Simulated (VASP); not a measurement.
# TaTl (P6/mmm) in VASP: relaxation of cell and atoms with PBE

Aim: the relaxation of cell and atoms of TaTl with PBE.

Program: VASP 6.6.1. These are calculated values, not measurements. Logs are shortened: lines on timing, memory, paths and dates and some standing lists are left out, and cuts for length are marked.

### Step 1. The cell of the first run

The structure is hexagonal, space group P6/mmm (No. 191). Conventional cell: a = 5.783 Å, b = 5.783 Å, c = 5.076 Å, α = 90.00°, β = 90.00°, γ = 120.00°. Within 3.8 Å of Ta (site symmetry mmm) lie 4 Ta at 2.89 Å and 6 Tl at 2.89 to 3.04 Å. Tl (site symmetry 6/mmm) has 6 Ta at 2.89 Å within 3.8 Å. Tl (site symmetry -6m2) has 6 Ta at 3.04 Å and 3 Tl at 3.34 Å within 4.0 Å.

### Step 2. Relaxation of cell and atoms, PBE

INCAR reads:

```
  PREC = Accurate
  ENCUT = 600
  EDIFF = 1E-7
  ISMEAR = 0
  SIGMA = 0.1
  LREAL = F
  LASPH = T
  NELM = 100
  ALGO = Fast
  ISIF = 3
  LWAVE = F
  LCHARG = F
  GGA = PE
  IBRION = 2
  NSW = 100
  EDIFFG = -0.01
```

KPOINTS reads:

```
Automatic mesh
0
Gamma
  6 6 8
```

POSCAR reads:

```
TaTl
1.0
    5.7833106617      0.0000000000      0.0000000000
   -2.8916553308      5.0084939510      0.0000000000
    0.0000000000      0.0000000000      5.0763240109
Ta Tl
3 3
Direct
    0.5000000000      0.0000000000      0.0000000000
    0.5000000000      0.5000000000      0.0000000000
    0.0000000000      0.5000000000      0.0000000000
    0.0000000000      0.0000000000      0.0000000000
    0.3333333333      0.6666666667      0.5000000000
    0.6666666667      0.3333333333      0.5000000000
```

Potentials or basis: VASP PAW PBE potentials, release 64 (Ta_pv, Tl_d).

Launch:

```bash
$ cat potpaw_PBE.64/Ta_pv/POTCAR potpaw_PBE.64/Tl_d/POTCAR > POTCAR
$ mpirun -np 1 vasp_std > vasp.out
```

OUTCAR:

```text
PREC = Accurate
   ENCUT = 600
   EDIFF = 1E-7
   ISMEAR = 0
   LREAL = F
   LASPH = T
   NELM = 100
   ISIF = 3
   GGA = PE
   IBRION = 2
   NSW = 100
   EDIFFG = -0.01

 ion  position               nearest neighbor table
   1  0.500  0.000  0.000-   2 2.89   2 2.89   4 2.89   4 2.89   3 2.89   3 2.89   6 3.04   5 3.04
                             6 3.04   5 3.04
   2  0.500  0.500  0.000-   1 2.89   1 2.89   3 2.89   3 2.89   4 2.89   4 2.89   6 3.04   5 3.04
                             6 3.04   5 3.04
   3  0.000  0.500  0.000-   4 2.89   4 2.89   2 2.89   2 2.89   1 2.89   1 2.89   6 3.04   5 3.04
                             6 3.04   5 3.04
   4  0.000  0.000  0.000-   3 2.89   3 2.89   1 2.89   1 2.89   2 2.89   2 2.89
   5  0.333  0.667  0.500-   1 3.04   1 3.04   3 3.04   3 3.04   2 3.04   2 3.04   6 3.34   6 3.34
                             6 3.34
   6  0.667  0.333  0.500-   1 3.04   1 3.04   3 3.04   3 3.04   2 3.04   2 3.04   5 3.34   5 3.34
                             5 3.34

  LATTYP: Found a hexagonal cell.
 ALAT       =     5.7833106617
 C/A-ratio  =     0.8777539904

  Lattice vectors:

 A1 = (   5.7833106617,   0.0000000000,   0.0000000000)
 A2 = (  -2.8916553308,   5.0084939510,   0.0000000000)
 A3 = (   0.0000000000,   0.0000000000,   5.0763240109)

Analysis of symmetry for initial positions (statically):
=====================================================================
 Subroutine PRICEL returns:
 Original cell was already a primitive cell.

 Routine SETGRP: Setting up the symmetry group for a
 hexagonal supercell.

 Subroutine GETGRP returns: Found 24 space group operations
 (whereof 24 operations were pure point group operations)
 out of a pool of 24 trial point group operations.

The static configuration has the point symmetry D_6h.

Analysis of symmetry for dynamics (positions and initial velocities):
=====================================================================
 Subroutine PRICEL returns:
 Original cell was already a primitive cell.

 Routine SETGRP: Setting up the symmetry group for a
 hexagonal supercell.

 Subroutine GETGRP returns: Found 24 space group operations
 (whereof 24 operations were pure point group operations)
 out of a pool of 24 trial point group operations.

The dynamic configuration has the point symmetry D_6h.

 Subroutine INISYM returns: Found 24 space group operations
 (whereof 24 operations are pure point group operations),
 and found     1 'primitive' translations

----------------------------------------------------------------------------------------

                                     Primitive cell

  volume of cell :     147.0392

  direct lattice vectors                    reciprocal lattice vectors
     5.783310662  0.000000000  0.000000000     0.172911341  0.099830409  0.000000000
    -2.891655331  5.008493951  0.000000000     0.000000000  0.199660818  0.000000000
     0.000000000  0.000000000  5.076324011     0.000000000  0.000000000  0.196992942

  length of vectors
     5.783310662  5.783310662  5.076324011     0.199660818  0.199660818  0.196992942

  position of ions in fractional coordinates (direct lattice)
     0.500000000  0.000000000  0.000000000
     0.500000000  0.500000000  0.000000000
     0.000000000  0.500000000  0.000000000
     0.000000000  0.000000000  0.000000000
     0.333333333  0.666666667  0.500000000
     0.666666667  0.333333333  0.500000000

  ion indices of the primitive-cell ions
   primitive index   ion index
                 1           1
                 2           2
                 3           3
                 4           4
                 5           5
                 6           6

----------------------------------------------------------------------------------------

 KPOINTS: Automatic mesh

Automatic generation of k-mesh.
 Grid dimensions read from file:
 generate k-points for:    6    6    8

 Generating k-lattice:

  Cartesian coordinates                     Fractional coordinates (reciprocal lattice)
     0.028818557  0.016638402  0.000000000     0.166666667 -0.000000000  0.000000000
     0.000000000  0.033276803  0.000000000     0.000000000  0.166666667  0.000000000
     0.000000000  0.000000000  0.024624118     0.000000000  0.000000000  0.125000000

  Length of vectors
     0.033276803  0.033276803  0.024624118

  Shift w.r.t. Gamma in fractional coordinates (k-lattice)
     0.000000000  0.000000000  0.000000000

 Subroutine IBZKPT returns following result:
 ===========================================

 Found     35 irreducible k-points:

 Following reciprocal coordinates:
            Coordinates               Weight
  0.000000  0.000000  0.000000      1.000000
  0.166667  0.000000  0.000000      6.000000
  0.333333  0.000000  0.000000      6.000000
  0.500000  0.000000  0.000000      3.000000
  0.166667  0.166667  0.000000      6.000000
  0.333333  0.166667  0.000000     12.000000
[... 16 lines left out ...]
  0.166667  0.000000  0.375000     12.000000
  0.333333  0.000000  0.375000     12.000000
 [... further k-points ...]
   k-points           NKPTS =     35   k-points in BZ     NKDIM =     35   number of bands    NBANDS=     43
   number of dos      NEDOS =    301   number of ions     NIONS =      6
   total plane-waves  NPLWV =  96768
   dimension x,y,z NGX =    48 NGY =   48 NGZ =   42
   dimension x,y,z NGXF=    96 NGYF=   96 NGZF=   84
   ions per type =               3   3
   NGX,Y,Z   is equivalent  to a cutoff of  13.80, 13.80, 13.75 a.u.
   NGXF,Y,Z  is equivalent  to a cutoff of  27.60, 27.60, 27.51 a.u.
 SYSTEM =  unknown system
   PREC   = accura    normal or accurate (medium, high low for compatibility)
   ISTART =      0    job   : 0-new  1-cont  2-samecut
   ICHARG =      2    charge: 1-file 2-atom 10-const
   ISPIN  =      1    spin polarized calculation?
   LNONCOLLINEAR =      F non collinear calculations
   LSORBIT =      F    spin-orbit coupling
   LASPH  =      T    aspherical Exc in radial PAW
   ENCUT  =  600.0 eV  44.10 Ry    6.64 a.u.  11.55 11.55 10.14*2*pi/ulx,y,z
   NELM   =    100;   NELMIN=  2; NELMDL= -5     # of ELM steps
   EDIFF  = 0.1E-06   stopping-criterion for ELM
   LREAL  =      F    real-space projection
   EDIFFG = -.1E-01   stopping-criterion for IOM
   NSW    =    100    number of steps for IOM
   IBRION =      2    ionic relax: 0-MD 1-quasi-New 2-CG
   NFREE  =      1    steps in history (QN), initial steepest desc. (CG)
   ISIF   =      3    stress and relaxation
   ISYM   =      2    0-nonsym 1-usesym 2-fastsym
   POTIM  = 0.5000    time-step for ionic-motion
   TEBEG  =    0.0;   TEEND  =   0.0 temperature during run
   PSTRESS=    0.0 pullay stress
   NELECT =      72.0000    total number of electrons
   NUPDOWN=      -1.0000    fix difference up-down
   EMIN   =  10.00;   EMAX   =-10.00  energy-range for DOS
   EFERMI =   0.00;   METHOD = LEGACY
   ISMEAR =     0;   SIGMA  =   0.10  broadening in eV -4-tet -1-fermi 0-gaus
   EFERMI_NEDOS =   21; number of points for ismear=-14 and -15
   IALGO  =     68    algorithm
   IMIX   =      4    mixing-type and parameters
     AMIX     =   0.40;   BMIX     =  1.00
     AMIX_MAG =   1.60;   BMIX_MAG =  1.00
  volume/ion in A,a.u.               =      24.51       165.38
  Fermi-wavevector in a.u.,A,eV,Ry     =   1.290351  2.438411 22.653791  1.665007
  Thomas-Fermi vector in A             =   2.422188
   LORBIT       =      0    0 simple, 1 ext, 2 COOP (PROOUT), +10 PAW based schemes
   GGA     = PE    functional components
   LHFCALC =     F    Hartree Fock is set to
   AEXX    =    0.0000 exact exchange contribution
   IVDW    =     0    specifies the selected vdW correction
   LEPSILON=     F    determine dielectric tensor
   LRPA    =     F    only Hartree local field effects (RPA)
 conjugate gradient relaxation of ions
 non-spin polarized calculation
 RMM-DIIS sequential band-by-band and
 Gauss-broadening in eV      SIGMA  =   0.10
  energy-cutoff  :      600.00
  volume of cell :      147.04
 maximum number of plane-waves:      4971
 NGX is ok and might be reduce to    48
   NGX = 23   NGY = 23   NGZ = 21

--------------------------------------- Ionic step        1  -------------------------------------------

 number of electron      72.0000002 magnetization

 Free energy of the ion-electron system (eV)
  ---------------------------------------------------
  ext. energy  EPLUGINS =         0.00000000
  ---------------------------------------------------
  free energy    TOTEN  =       -38.73067543 eV

  energy without entropy =      -38.70335361  energy(sigma->0) =      -38.71701452

------------------------ aborting loop because EDIFF is reached ----------------------------------------

  FORCE on cell =-STRESS in cart. coord.  units (eV):
  Direction    XX          YY          ZZ          XY          YZ          ZX
  --------------------------------------------------------------------------------------
  -------------------------------------------------------------------------------------
  Total       -0.0357270     -0.0357270     -0.3097204     -0.0000000      0.0000000      0.0000000
  in kB       -0.3892911     -0.3892911     -3.3747947     -0.0000000      0.0000000      0.0000000
  external PRESSURE =      -1.3844590 kB  Pullay stress =       0.0000000 kB

 VOLUME and BASIS-vectors are now :
 -----------------------------------------------------------------------------
  energy-cutoff  :      600.00
  volume of cell :      147.04
      direct lattice vectors                 reciprocal lattice vectors
     5.783310662  0.000000000  0.000000000     0.172911341  0.099830409  0.000000000
    -2.891655331  5.008493951  0.000000000     0.000000000  0.199660818  0.000000000
     0.000000000  0.000000000  5.076324011     0.000000000  0.000000000  0.196992942
[... 121 lines left out ...]
 POSITION                                       TOTAL-FORCE (eV/Angst)
 -----------------------------------------------------------------------------------
      0.00000      5.01085      0.00000         0.000000     -0.000000      0.000000
      1.44651      2.50542      0.00000         0.000000     -0.000000      0.000000
     -1.44651      2.50542      0.00000         0.000000      0.000000      0.000000
     -2.89301      5.01085      0.00000         0.000000      0.000000      0.000000
     -0.00000      3.34056      2.53180         0.000000      0.000000     -0.000000
      2.89301      1.67028      2.53180        -0.000000     -0.000000      0.000000
 -----------------------------------------------------------------------------------
    total drift:                               -0.000000      0.000000      0.000000

  FREE ENERGIE OF THE ION-ELECTRON SYSTEM (eV)
  ---------------------------------------------------
  free  energy   TOTEN  =       -38.7309974297 eV

  energy  without entropy=      -38.7036619408  energy(sigma->0) =      -38.71732969

--------------------------------------- Ionic step        5  -------------------------------------------

 number of electron      72.0000004 magnetization

 Free energy of the ion-electron system (eV)
  ---------------------------------------------------
  ext. energy  EPLUGINS =         0.00000000
  ---------------------------------------------------
  free energy    TOTEN  =       -38.73101770 eV

  energy without entropy =      -38.70366459  energy(sigma->0) =      -38.71734115

 E-fermi :   5.6113     XC(G=0): -10.7740

 val. band max:        5.6085252750   @ k =   0.1667   0.1667   0.5000
 cond. band min:       5.6133838497   @ k =   0.3333   0.0000   0.1250
 fundamental gap:      0.0048585748
 Fermi energy:         5.6112760339

 k-point     1 :       0.0000    0.0000    0.0000
  band No.  band energies     occupation
      1     -29.1864      2.00000
      2     -28.9809      2.00000
      3     -28.9720      2.00000
      4     -28.9720      2.00000
      5     -28.8643      2.00000
      6     -28.8643      2.00000
[... 1093 lines left out ...]
     42       8.2464      0.00000
     43       8.3532      0.00000

 [... further k-points ...]

------------------------ aborting loop because EDIFF is reached ----------------------------------------

  FORCE on cell =-STRESS in cart. coord.  units (eV):
  Direction    XX          YY          ZZ          XY          YZ          ZX
  --------------------------------------------------------------------------------------
  -------------------------------------------------------------------------------------
  Total        0.0046588      0.0046588      0.0037840      0.0000000      0.0000000      0.0000000
  in kB        0.0508587      0.0508587      0.0413094      0.0000000      0.0000000      0.0000000
  external PRESSURE =       0.0476756 kB  Pullay stress =       0.0000000 kB

 VOLUME and BASIS-vectors are now :
 -----------------------------------------------------------------------------
  energy-cutoff  :      600.00
  volume of cell :      146.76
      direct lattice vectors                 reciprocal lattice vectors
     5.784375473  0.000000000 -0.000000000     0.172879510  0.099812032  0.000000000
    -2.892187736  5.009416105  0.000000000    -0.000000000  0.199624064  0.000000000
     0.000000000 -0.000000000  5.064937651     0.000000000 -0.000000000  0.197435797

 POSITION                                       TOTAL-FORCE (eV/Angst)
 -----------------------------------------------------------------------------------
      2.89219      0.00000      5.06494        -0.000000     -0.000000      0.000000
      1.44609      2.50471      5.06494        -0.000000     -0.000000      0.000000
     -1.44609      2.50471      5.06494        -0.000000     -0.000000      0.000000
      0.00000     -0.00000      5.06494        -0.000000     -0.000000      0.000000
     -0.00000      3.33961      2.53247         0.000000     -0.000000      0.000000
      2.89219      1.66981      2.53247        -0.000000      0.000000     -0.000000
 -----------------------------------------------------------------------------------
    total drift:                                0.000000      0.000000      0.000000

  FREE ENERGIE OF THE ION-ELECTRON SYSTEM (eV)
  ---------------------------------------------------
  free  energy   TOTEN  =       -38.7310176997 eV

  energy  without entropy=      -38.7036645931  energy(sigma->0) =      -38.71734115

 reached required accuracy - stopping structural energy minimisation
```

Wall time 31 min (1 thread of Intel Xeon 8259CL, shared host); peak memory 0.47 GiB.

Results:

```
Free energy                           : -38.7310 eV
Relaxed volume                        : 24.46 Å³/atom
Relaxed cell                          : a = 5.784 Å, b = 5.784 Å, c = 5.065 Å, α = 90.00°, β = 90.00°, γ = 120.00°
Space group after relaxing (to 0.1 Å) : P6/mmm (No. 191)
Energy gained by relaxing             : 0.1 meV/atom
Ionic steps                           : 5
Pressure after relaxing               : 0.0 GPa
Band gap on the k mesh                : zero (bands 36 and 37 overlap by 0.80 eV)
```

Step by step:
```
step  energy change (eV)  largest force (eV/Å)  pressure (GPa)  volume (Å³)
   1              0.0000                0.0000           -0.14       147.04
   2             -0.0003                0.0000            0.13       146.59
   3             -0.0003                0.0000            0.06       146.70
   4             -0.0003                0.0000           -0.04       146.81
   5             -0.0003                0.0000            0.00       146.76
```

Final structure:
```yaml
crystal:
  lattice:
    - [5.78438, 0.00000, 0.00000]
    - [-2.89219, 5.00942, 0.00000]
    - [0.00000, 0.00000, 5.06494]
  atoms:
    - { symbol: Ta, position: [0.50000, 0.00000, 0.00000] }
    - { symbol: Ta, position: [0.50000, 0.50000, 0.00000] }
    - { symbol: Ta, position: [0.00000, 0.50000, 0.00000] }
    - { symbol: Tl, position: [0.00000, 0.00000, 0.00000] }
    - { symbol: Tl, position: [0.33333, 0.66667, 0.50000] }
    - { symbol: Tl, position: [0.66667, 0.33333, 0.50000] }
```

Levels at points of the mesh, in eV from the Fermi level:
```tsv
k point	band 34	band 35	band 36	band 37	band 38	band 39
(0.00, 0.00, 0.00)	-0.90	-0.26	-0.26	-0.23	-0.23	2.76
(0.50, 0.00, 0.00)	-0.74	-0.61	-0.50	0.26	0.68	1.19
(0.00, 0.00, 0.50)	0.08	0.08	0.36	0.45	0.45	1.32
(0.50, 0.00, 0.50)	-1.04	-0.02	0.48	0.49	0.63	0.85
```

Caveat: spin-orbit coupling is left out, which moves the levels of the heavy elements.
